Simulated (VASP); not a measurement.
Here is a VASP 6.6.1 calculation.

File INCAR:

```
PREC = Accurate ; ENCUT = 520
EDIFF = 1E-7 ; ISMEAR = 0
SIGMA = 0.1 ; LREAL = F
LASPH = T ; NELM = 60
ALGO = Normal ; ISIF = 2
LWAVE = F ; LCHARG = T
GGA = PE ; LELF = T
LVHAR = T ; NBANDS = 24
```

File KPOINTS:

```
Automatic mesh
0
Gamma
  4 4 4
```

The input POSCAR:

```
HfRe3
1.0
    3.9411952747      0.0000000000      0.0000000000
    0.0000000000      3.9411952747      0.0000000000
    0.0000000000      0.0000000000      3.9411952747
Hf Re
1 3
Direct
    0.0000000000      0.0000000000      0.0000000000
    0.0000000000      0.5000000000      0.5000000000
    0.5000000000      0.0000000000      0.5000000000
    0.5000000000      0.5000000000      0.0000000000
```

Potentials or basis: VASP PAW PBE potentials, release 64 (Hf_pv, Re).

Command:

```sh
$ cat potpaw_PBE.64/Hf_pv/POTCAR potpaw_PBE.64/Re/POTCAR > POTCAR
$ mpirun -np 1 vasp_std > vasp.out
```

Predict the pressure.

21.2 GPa.

Caveat: the k points lie up to 0.40 Å⁻¹ apart.
